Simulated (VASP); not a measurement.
Si3N4:

```
Si N
1.0
     7.62720    0.00000    0.00000
    -3.81360    6.60535    0.00000
     0.00000    0.00000    2.91820
Si N
6 8
Cartesian
  -1.5331 5.0888 0.7296
  2.4537 1.2167 2.1886
  0.1731 2.7333 0.7296
  5.3467 1.5166 2.1886
  1.3599 5.3886 0.7296
  3.6405 3.8721 2.1886
  0.0000 4.4036 0.7296
  3.8136 2.2018 2.1886
  2.4563 0.2358 0.7296
  1.0240 2.2452 2.1886
  6.1948 2.0093 0.7296
  1.3573 6.3695 2.1886
  2.7896 4.3602 0.7296
  -2.3812 4.5960 2.1886
```

* Program: VASP 6.6.1
* Task: relaxation of the atoms
* Functional: PBE
* Potentials or basis: VASP PAW PBE potentials, release 64 (Si, N)
* Cutoff: 520 eV
* k mesh: 4 × 4 × 9
* Occupations: fermi-dirac, width 0.02 eV
* Spin: no spin polarisation

At the start: pressure 4.1 GPa; volume 10.50 Å³/atom.

Task: Where does the relaxation end?

Result: Over 13 steps the energy falls by 31.9 meV/atom at a fixed cell; space group P6_3/m (No. 176, to 0.1 Å) before and after.

The path:
```tsv
step	energy change (eV)	largest force (eV/Å)	pressure (GPa)
1	0.0000	2.2489	4.15
2	0.2058	2.8413	3.34
3	-0.3098	0.7568	3.16
4	-0.4061	0.3405	3.06
5	-0.4139	0.4533	3.06
6	-0.4255	0.3825	2.99
7	-0.4400	0.0717	2.99
8	-0.4418	0.0612	2.94
9	-0.4455	0.0722	2.80
10	-0.4437	0.1886	2.51
11	-0.4462	0.1100	2.70
12	-0.4471	0.0205	2.66
13	-0.4471	0.0199	2.66
```

Final structure:
```
Si N
1.0
     7.62720    0.00000    0.00000
    -3.81360    6.60535    0.00000
     0.00000    0.00000    2.91820
Si N
6 8
Direct
  0.17431 0.76830 0.25000
  0.40601 0.17431 0.75000
  0.23170 0.40601 0.25000
  0.82569 0.23170 0.75000
  0.59399 0.82569 0.25000
  0.76830 0.59399 0.75000
  0.33333 0.66667 0.25000
  0.66667 0.33333 0.75000
  0.32965 0.03025 0.25000
  0.29939 0.32965 0.75000
  0.96975 0.29939 0.25000
  0.67035 0.96975 0.75000
  0.70061 0.67035 0.25000
  0.03025 0.70061 0.75000
```
